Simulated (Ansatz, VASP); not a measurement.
Ir: VASP beside Ansatz

File INCAR:

```
SYSTEM = Ir
ALGO = Normal
EDIFF = 1E-7
ENCUT = 520
GGA = CA
ISIF = 2
ISMEAR = 0
LASPH = .True.
LCHARG = .False.
LREAL = .False.
LWAVE = .False.
NBANDS = 10
NELM = 60
PREC = Accurate
SIGMA = 0.15
```

KPOINTS

```
k-points
0
Gamma
  22 22 22
  0 0 0
```

POSCAR

```
Ir
1.0
    0.0000000000      2.2624383394      1.4235262032
    2.2624383394      0.0000000000      1.4235262032
    2.2624383394      2.2624383394      0.0000000000
Ir
1
Direct
    0.0000000000      0.0000000000      0.0000000000
```

Input for Ansatz:

```yaml
crystal:
  lattice:
    - [0.0, 2.2624383394, 1.4235262032]
    - [2.2624383394, 0.0, 1.4235262032]
    - [2.2624383394, 2.2624383394, 0.0]
  atoms:
    - { symbol: Ir, position: [0.0, 0.0, 0.0] }
basis:
  ecutwfc: 420
kpoints:
  mp_grid: { grid: [22, 22, 22] }
hamiltonian:
  xc: lda
  pseudopotentials: { kind: paw, azcp: { folder: soft_1 } }
scf:
  occupations: { method: gaussian, width: 0.15 }
output:
  forces: true
  stress: true
  eigenvalues: true
```

Alike in both runs: task single point; functional LDA; k mesh 22 × 22 × 22; occupations gaussian, width 0.15 eV; no spin polarisation.

|  | VASP | Ansatz |
| --- | --- | --- |
| version | VASP 6.6.1 | Ansatz 0.2.0 |
| potentials or method | VASP PAW LDA potentials, release 64 (Ir), cutoff 520 eV | scalar-relativistic, plane waves, PAW |
| valence electrons in the cell | 9 | 17 |

Ansatz gave:

| Quantity | Value |
| --- | --- |
| gap on the k mesh at the Fermi level (eV) | none |
| pressure (GPa) | -8.5 |
| traceless stress, the component that is largest in VASP (GPa) | -23.10 |

Q: Estimate VASP's values.

A: gap on the k mesh at the Fermi level (eV): none; pressure (GPa): -6.4; traceless stress, the component that is largest in VASP (GPa): -22.63.

Ansatz warns that its potentials were made for another functional, while VASP's fit it. LDA's correlation is that of Perdew and Zunger in VASP and of Perdew and Wang (1992) in Ansatz. A gap of «none» marks a metal or a gap that the smearing closes. VASP's potentials hold 9 valence electrons a cell and Ansatz's 17, so a difference there can come from the potentials and not from the codes.

Neither program's run includes spin-orbit coupling.
